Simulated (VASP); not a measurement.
# CoO (I4/mmm) in VASP: further runs

The runs below take CoO through single point, with PBE.

Everything below comes from runs of VASP 6.6.1. Logs are shortened: lines on timing, memory, paths and dates and some standing lists are left out, and cuts for length are marked.

**1. The cell of the first run**

It takes space group I4/mmm (No. 139, tetragonal). Conventional cell: a = 2.996 Å, b = 2.996 Å, c = 4.186 Å, α = 90.00°, β = 90.00°, γ = 90.00°. Co (site symmetry 4/mmm) has 6 O at 2.09 to 2.12 Å within 2.8 Å. Within 2.8 Å of O (site symmetry 4/mmm) lie 6 Co at 2.09 to 2.12 Å.

**2. Single point, PBE, collinear spin, ferromagnetic start (9.39 Å³/atom)**

INCAR

```
  PREC = Accurate
  ENCUT = 520
  EDIFF = 1E-6
  ISMEAR = -1
  SIGMA = 0.05
  LREAL = F
  LASPH = T
  NELM = 150
  ALGO = Normal
  ISIF = 2
  LWAVE = F
  LCHARG = F
  ISPIN = 2
  MAGMOM = 3 0
  LORBIT = 11
  LMAXMIX = 4
  GGA = PE
  NBANDS = 18
```

KPOINTS

```
Automatic mesh
0
Gamma
  12 12 12
```

POSCAR

```
CoO
1.0
   -1.4978793267      1.4978793267      2.0931073140
    1.4978793267     -1.4978793267      2.0931073140
    1.4978793267      1.4978793267     -2.0931073140
Co O
1 1
Direct
    0.0000000000      0.0000000000      0.0000000000
    0.5000000000      0.5000000000      0.0000000000
```

Potentials or basis: VASP PAW PBE potentials, release 64 (Co, O).

Command:

```bash
$ cat potpaw_PBE.64/Co/POTCAR potpaw_PBE.64/O/POTCAR > POTCAR
$ mpirun -np 1 vasp_std > vasp.out
```

OUTCAR:

```text
PREC = Accurate
   ENCUT = 520
   EDIFF = 1E-6
   ISMEAR = -1
   LREAL = F
   LASPH = T
   NELM = 150
   ISIF = 2
   ISPIN = 2
   LORBIT = 11
   GGA = PE

 ion  position               nearest neighbor table
   1  0.000  0.000  0.000-   2 2.09   2 2.09   2 2.12   2 2.12   2 2.12   2 2.12
   2  0.500  0.500  0.000-   1 2.09   1 2.09   1 2.12   1 2.12   1 2.12   1 2.12

  LATTYP: Found a body centered tetragonal cell.
 ALAT       =     2.9957586534
 C/A-ratio  =     1.3973804676

  Lattice vectors:

 A1 = (  -1.4978793267,   1.4978793267,   2.0931073140)
 A2 = (   1.4978793267,  -1.4978793267,   2.0931073140)
 A3 = (   1.4978793267,   1.4978793267,  -2.0931073140)

Analysis of symmetry for initial positions (statically):
=====================================================================
 Subroutine PRICEL returns:
 Original cell was already a primitive cell.

 Routine SETGRP: Setting up the symmetry group for a
 body centered tetragonal supercell.

 Subroutine GETGRP returns: Found 16 space group operations
 (whereof 16 operations were pure point group operations)
 out of a pool of 16 trial point group operations.

The static configuration has the point symmetry D_4h.

Analysis of symmetry for dynamics (positions and initial velocities):
=====================================================================
 Subroutine PRICEL returns:
 Original cell was already a primitive cell.

 Routine SETGRP: Setting up the symmetry group for a
 body centered tetragonal supercell.

 Subroutine GETGRP returns: Found 16 space group operations
 (whereof 16 operations were pure point group operations)
 out of a pool of 16 trial point group operations.

The dynamic configuration has the point symmetry D_4h.

Analysis of structural, dynamic, and magnetic symmetry:
=====================================================================
 Subroutine PRICEL returns:
 Original cell was already a primitive cell.

 Routine SETGRP: Setting up the symmetry group for a
 body centered tetragonal supercell.

 Subroutine GETGRP returns: Found 16 space group operations
 (whereof 16 operations were pure point group operations)
 out of a pool of 16 trial point group operations.

The overall configuration has the point symmetry D_4h.

 Subroutine INISYM returns: Found 16 space group operations
 (whereof 16 operations are pure point group operations),
 and found     1 'primitive' translations

----------------------------------------------------------------------------------------

                                     Primitive cell

  volume of cell :      18.7847

  direct lattice vectors                    reciprocal lattice vectors
    -1.497879327  1.497879327  2.093107314     0.000000000  0.333805261  0.238879295
     1.497879327 -1.497879327  2.093107314     0.333805261  0.000000000  0.238879295
     1.497879327  1.497879327 -2.093107314     0.333805261  0.333805261  0.000000000

  length of vectors
     2.977983073  2.977983073  2.977983073     0.410474445  0.410474445  0.472071928

  position of ions in fractional coordinates (direct lattice)
     0.000000000  0.000000000  0.000000000
     0.500000000  0.500000000  0.000000000

  ion indices of the primitive-cell ions
   primitive index   ion index
                 1           1
                 2           2

----------------------------------------------------------------------------------------

 KPOINTS: Automatic mesh

Automatic generation of k-mesh.
 Grid dimensions read from file:
 generate k-points for:   12   12   12

 Generating k-lattice:

  Cartesian coordinates                     Fractional coordinates (reciprocal lattice)
     0.000000000  0.027817105  0.019906608     0.083333333  0.000000000  0.000000000
     0.027817105  0.000000000  0.019906608     0.000000000  0.083333333  0.000000000
     0.027817105  0.027817105  0.000000000     0.000000000  0.000000000  0.083333333

  Length of vectors
     0.034206204  0.034206204  0.039339327

  Shift w.r.t. Gamma in fractional coordinates (k-lattice)
     0.000000000  0.000000000  0.000000000

 Subroutine IBZKPT returns following result:
 ===========================================

 Found    163 irreducible k-points:

 Following reciprocal coordinates:
            Coordinates               Weight
  0.000000  0.000000  0.000000      1.000000
  0.083333 -0.000000  0.000000      8.000000
  0.166667 -0.000000  0.000000      8.000000
  0.250000 -0.000000  0.000000      8.000000
  0.333333  0.000000  0.000000      8.000000
  0.416667 -0.000000  0.000000      8.000000
[... 16 lines left out ...]
  0.500000  0.166667  0.000000     16.000000
 -0.416667  0.166667 -0.000000     16.000000
 [... further k-points ...]
   k-points           NKPTS =    163   k-points in BZ     NKDIM =    163   number of bands    NBANDS=     18
   number of dos      NEDOS =    301   number of ions     NIONS =      2
   total plane-waves  NPLWV =  13824
   dimension x,y,z NGX =    24 NGY =   24 NGZ =   24
   dimension x,y,z NGXF=    48 NGYF=   48 NGZF=   48
   ions per type =               1   1
   NGX,Y,Z   is equivalent  to a cutoff of  13.40, 13.40, 13.40 a.u.
   NGXF,Y,Z  is equivalent  to a cutoff of  26.80, 26.80, 26.80 a.u.
 SYSTEM =  unknown system
   PREC   = accura    normal or accurate (medium, high low for compatibility)
   ISTART =      0    job   : 0-new  1-cont  2-samecut
   ICHARG =      2    charge: 1-file 2-atom 10-const
   ISPIN  =      2    spin polarized calculation?
   LNONCOLLINEAR =      F non collinear calculations
   LSORBIT =      F    spin-orbit coupling
   LASPH  =      T    aspherical Exc in radial PAW
   ENCUT  =  520.0 eV  38.22 Ry    6.18 a.u.   5.54  5.54  5.54*2*pi/ulx,y,z
   NELM   =    150;   NELMIN=  2; NELMDL= -5     # of ELM steps
   EDIFF  = 0.1E-05   stopping-criterion for ELM
   LREAL  =      F    real-space projection
   EDIFFG = 0.1E-04   stopping-criterion for IOM
   NSW    =      0    number of steps for IOM
   IBRION =     -1    ionic relax: 0-MD 1-quasi-New 2-CG
   NFREE  =      0    steps in history (QN), initial steepest desc. (CG)
   ISIF   =      2    stress and relaxation
   ISYM   =      2    0-nonsym 1-usesym 2-fastsym
   POTIM  = 0.5000    time-step for ionic-motion
   TEBEG  =    0.0;   TEEND  =   0.0 temperature during run
   PSTRESS=    0.0 pullay stress
   NELECT =      15.0000    total number of electrons
   NUPDOWN=      -1.0000    fix difference up-down
   EMIN   =  10.00;   EMAX   =-10.00  energy-range for DOS
   EFERMI =   0.00;   METHOD = LEGACY
   ISMEAR =    -1;   SIGMA  =   0.05  broadening in eV -4-tet -1-fermi 0-gaus
   EFERMI_NEDOS =   21; number of points for ismear=-14 and -15
   IALGO  =     38    algorithm
   IMIX   =      4    mixing-type and parameters
     AMIX     =   0.40;   BMIX     =  1.00
     AMIX_MAG =   1.60;   BMIX_MAG =  1.00
  volume/ion in A,a.u.               =       9.39        63.38
  Fermi-wavevector in a.u.,A,eV,Ry     =   1.518810  2.870135 31.385712  2.306785
  Thomas-Fermi vector in A             =   2.627881
   LORBIT       =     11    0 simple, 1 ext, 2 COOP (PROOUT), +10 PAW based schemes
   GGA     = PE    functional components
   LHFCALC =     F    Hartree Fock is set to
   AEXX    =    0.0000 exact exchange contribution
   IVDW    =     0    specifies the selected vdW correction
   LEPSILON=     F    determine dielectric tensor
   LRPA    =     F    only Hartree local field effects (RPA)
 spin polarized calculation
  energy-cutoff  :      520.00
  volume of cell :       18.78
 maximum number of plane-waves:       532
 NGX is ok and might be reduce to    24
   NGX = 11   NGY = 11   NGZ = 11

 number of electron      15.0000001 magnetization       2.8198440

 Free energy of the ion-electron system (eV)
  ---------------------------------------------------
  ext. energy  EPLUGINS =         0.00000000
  ---------------------------------------------------
  free energy    TOTEN  =       -13.06037822 eV

  energy without entropy =      -13.02480437  energy(sigma->0) =      -13.04259130

 E-fermi :   8.3093     XC(G=0): -12.5712

 val. band max:        8.3053873531   @ k =  -0.0833   0.3333   0.0833
 cond. band min:       8.3094485384   @ k =   0.2500   0.2500   0.0000
 fundamental gap:      0.0040611853
 Fermi energy:         8.3092744548

 spin component 1

 k-point     1 :       0.0000    0.0000    0.0000
  band No.  band energies     occupation
      1     -12.1474      1.00000
      2       5.0413      1.00000
      3       5.0643      1.00000
      4       5.0698      1.00000
      5       5.0786      1.00000
      6       5.0786      1.00000
[... 10 lines left out ...]
     17      30.5899      0.00000
     18      33.3769      0.00000
[... 463 lines left out ...]
 k-point    24 :      -0.4167    0.1667   -0.0000
  band No.  band energies     occupation
      1     -11.0316      1.00000
      2       0.8247      1.00000
      3       2.3567      1.00000
      4       2.7378      1.00000
      5       5.4729      1.00000
      6       5.9958      1.00000
[... 10 lines left out ...]
     17      35.9756      0.00000
     18      37.5172      0.00000

 [... further k-points ...]

 spin component 2

 k-point     1 :       0.0000    0.0000    0.0000
  band No.  band energies     occupation
      1     -11.6783      1.00000
      2       5.5512      1.00000
      3       5.6106      1.00000
      4       5.6106      1.00000
      5       7.1350      1.00000
      6       7.1351      1.00000
[... 10 lines left out ...]
     17      31.5416      0.00000
     18      34.2057      0.00000
[... 463 lines left out ...]
 k-point    24 :      -0.4167    0.1667   -0.0000
  band No.  band energies     occupation
      1     -10.5241      1.00000
      2       1.4121      1.00000
      3       3.4398      1.00000
      4       3.8907      1.00000
      5       7.4180      1.00000
      6       8.2311      0.82693
[... 10 lines left out ...]
     17      36.4032      0.00000
     18      37.9819      0.00000

 [... further k-points ...]

------------------------ aborting loop because EDIFF is reached ----------------------------------------

  FORCE on cell =-STRESS in cart. coord.  units (eV):
  Direction    XX          YY          ZZ          XY          YZ          ZX
  --------------------------------------------------------------------------------------
  -------------------------------------------------------------------------------------
  Total        0.3381800      0.3381800      0.3715364      0.0000000     -0.0000000      0.0000000
  in kB       28.8438563     28.8438563     31.6888735      0.0000000     -0.0000000      0.0000000
  external PRESSURE =      29.7921954 kB  Pullay stress =       0.0000000 kB

 VOLUME and BASIS-vectors are now :
 -----------------------------------------------------------------------------
  energy-cutoff  :      520.00
  volume of cell :       18.78
      direct lattice vectors                 reciprocal lattice vectors
    -1.497879327  1.497879327  2.093107314     0.000000000  0.333805261  0.238879295
     1.497879327 -1.497879327  2.093107314     0.333805261  0.000000000  0.238879295
     1.497879327  1.497879327 -2.093107314     0.333805261  0.333805261  0.000000000

 POSITION                                       TOTAL-FORCE (eV/Angst)
 -----------------------------------------------------------------------------------
      0.00000      0.00000      0.00000         0.000000      0.000000     -0.000000
      0.00000      0.00000      2.09311        -0.000000     -0.000000      0.000000
 -----------------------------------------------------------------------------------
    total drift:                               -0.000000      0.000000     -0.000000

  FREE ENERGIE OF THE ION-ELECTRON SYSTEM (eV)
  ---------------------------------------------------
  free  energy   TOTEN  =       -13.0603782244 eV

  energy  without entropy=      -13.0248043737  energy(sigma->0) =      -13.04259130

 total charge

# of ion       s       p       d       tot
------------------------------------------
    1        0.301   0.375   7.169   7.845
    2        1.557   3.435   0.000   4.992
--------------------------------------------------
tot          1.858   3.810   7.169  12.837

 magnetization (x)

# of ion       s       p       d       tot
------------------------------------------
    1        0.021   0.018   2.456   2.496
    2        0.029   0.247   0.000   0.277
--------------------------------------------------
tot          0.050   0.266   2.456   2.772
```

It took 4.1 min on 1 thread of Intel Xeon 8259CL, shared host; peak memory 0.22 GiB.

What came out:

```yaml
Free_energy: -13.0604 eV
Pressure: 3.0 GPa
Net_moment: 2.82 μB per cell
Site_moments: Co +2.50; O +0.28 μB
Valence_electrons_inside_the_program's_atomic_spheres: Co 7.84; O 4.99
```

Stress tensor (GPa, compression positive):
```
2.88 0.00 0.00
0.00 2.88 0.00
0.00 0.00 3.17
```

Levels at points of the mesh, in eV from the Fermi level:
Spin up:
```tsv
k point	band 5	band 6	band 7	band 8	band 9	band 10	band 11	band 12	band 13	band 14
(0.00, 0.00, 0.00)	-3.23	-3.23	-3.10	-3.10	-2.98	1.16	16.95	18.36	18.36	18.40
(0.50, 0.00, 0.00)	-2.32	-2.28	-1.74	0.16	0.24	5.14	9.62	13.50	13.78	20.86
(0.50, 0.50, 0.00)	-4.00	-2.88	-2.32	-2.02	-1.95	6.08	9.95	11.87	16.03	16.24
(0.50, 0.50, 0.50)	-3.92	-2.85	-2.32	-2.03	-2.03	6.08	10.11	11.74	15.99	15.99
```
Spin down:
```
           k point  band 3  band 4  band 5  band 6  band 7  band 8  band 9  band 10
(0.00, 0.00, 0.00)   -2.70   -2.70   -1.17   -1.17   -1.13    0.00    0.04     1.68
(0.50, 0.00, 0.00)   -4.86   -4.82   -0.16   -0.12    0.18    2.74    2.78     5.41
(0.50, 0.50, 0.00)   -4.04   -3.93   -2.34    0.10    0.14    0.50    1.04     6.91
(0.50, 0.50, 0.50)   -4.02   -4.02   -2.34    0.13    0.13    0.56    1.01     6.91
```

Caveat: a cell with one magnetic atom can't hold antiferromagnetic order, which such compounds often take; semilocal functionals often make such compounds metallic where correlation or magnetic order opens a gap, which also shifts bond lengths. With open d or f shells a metallic result of PBE can be an artefact of self-interaction; +U or a hybrid may open a gap.

[end of part 1 of 2]
